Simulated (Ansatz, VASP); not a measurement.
This is a calculation of MgS for Ansatz 0.2.0.

Contents of input.yaml:

```yaml
crystal:
  lattice:
    - [0.0, 2.8331200468, 2.8331200468]
    - [2.8331200468, 0.0, 2.8331200468]
    - [2.8331200468, 2.8331200468, 0.0]
  atoms:
    - { symbol: S, position: [0.25, 0.25, 0.25] }
    - { symbol: Mg, position: [0.0, 0.0, 0.0] }
hamiltonian:
  xc: pbe
  pseudopotentials: { kind: paw }
  dispersion: d3bj
kpoints:
  mp_grid: { grid: [8, 8, 8] }
scf:
  occupations: { method: fermi_dirac, width: 0.05 }
output:
  forces: true
  stress: true
  eigenvalues: true
relax:
  f_tol: 0.01
  max_steps: 40
  cell: { stress_tol: 0.05 }
```

Potentials or basis: Ansatz PAW.

Run with:

```bash
$ ansatz run input.yaml --threads 2 --pin off --max-ram 5632MiB --backend cpu --events-out ev --progress --plain --runs-dir out
```

Question: Set up the same calculation for VASP 6.6.1. Potentials there: VASP PAW PBE potentials, release 64 (S, Mg).

Answer: As run (the cutoff follows the program's own potentials):

Contents of INCAR:

```
SYSTEM = MgS
ALGO = Normal ; EDIFF = 1E-6
EDIFFG = -0.01 ; ENCUT = 600
GGA = PE ; IBRION = 2
ISIF = 3 ; ISMEAR = -1
IVDW = 12 ; LASPH = .TRUE.
LCHARG = .FALSE. ; LREAL = .FALSE.
LWAVE = .FALSE. ; NELM = 100
NSW = 60 ; PREC = Accurate
SIGMA = 0.05
```

Contents of KPOINTS:

```
k-points
0
G
  8 8 8
  0 0 0
```

Contents of POSCAR:

```
MgS
1.0
    0.0000000000      2.8331200468      2.8331200468
    2.8331200468      0.0000000000      2.8331200468
    2.8331200468      2.8331200468      0.0000000000
S Mg
1 1
Direct
    0.2500000000      0.2500000000      0.2500000000
    0.0000000000      0.0000000000      0.0000000000
```

Potentials or basis: VASP PAW PBE potentials, release 64 (S, Mg).

Launch:

```bash
$ cat potpaw_PBE.64/S/POTCAR potpaw_PBE.64/Mg/POTCAR > POTCAR
$ mpirun -np 1 vasp_std > vasp.out
```

Both were run:

|  | VASP | Ansatz | Ansatz less VASP |
| --- | --- | --- | --- |
| gap on the k mesh at the Fermi level, each at its own relaxed structure (eV) | 3.56 | 3.56 | -0.003 |
| relaxed volume (Å³/atom) | 22.22 | 22.26 | +0.043 |
| relaxed cell length with the largest relative difference (Å) | 3.976 | 3.978 | +0.0026 |

VASP's potentials hold 8 valence electrons a cell and Ansatz's 16, so a difference there can come from the potentials and not from the codes.

Noted on Ansatz's run: the plane-wave basis is chosen anew once the cell has moved, so the energies of steps on either side of that aren't comparable.
